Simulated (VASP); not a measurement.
## CdTe: single point with LDA

CdTe:

```xyz
2
Lattice="3.0847 3.0847 0.0000 -3.0847 3.0847 0.0000 0.0000 3.0847 3.0847" Properties=species:S:1:pos:R:3 pbc="T T T"
Cd    0.0000    0.0000    0.0000
Te    1.5424    4.6271    1.5424
```

```
Program                : VASP 6.6.1
Task                   : single point
Functional             : LDA
Potentials or basis    : VASP PAW LDA potentials, release 64 (Cd, Te)
Cutoff                 : 520 eV
k mesh                 : 6 × 6 × 6
Occupations            : gaussian, width 0.01 eV
Spin                   : no spin polarisation
Dipole correction      : no
Further INCAR settings : ALGO = Normal; EDIFF = 1e-06; NBANDS = 16
```

```yaml
Pressure: 7.4 GPa
Band_gap_on_the_k_mesh: 1.01 eV, direct
```

Levels at points of the mesh, in eV from the valence-band top:
```
           k point  band 5  band 6  band 7  band 8  band 9  band 10  band 11  band 12  band 13  band 14
(0.00, 0.00, 0.00)   -8.55   -8.55    0.00    0.00    0.00     1.01     4.36     4.36     4.36     7.40
(0.50, 0.00, 0.00)   -8.54   -8.07   -5.44   -1.04   -1.04     1.79     5.00     5.00     6.84     9.09
(0.50, 0.50, 0.00)   -8.51   -7.88   -5.16   -2.46   -2.46     2.08     2.45     9.52     9.74     9.74
```

Run time: 24 s on 1 thread of AMD EPYC 7R13 (shared host), peak memory 0.13 GiB.

Caveat: spin-orbit coupling is left out, which moves the levels of the heavy elements.
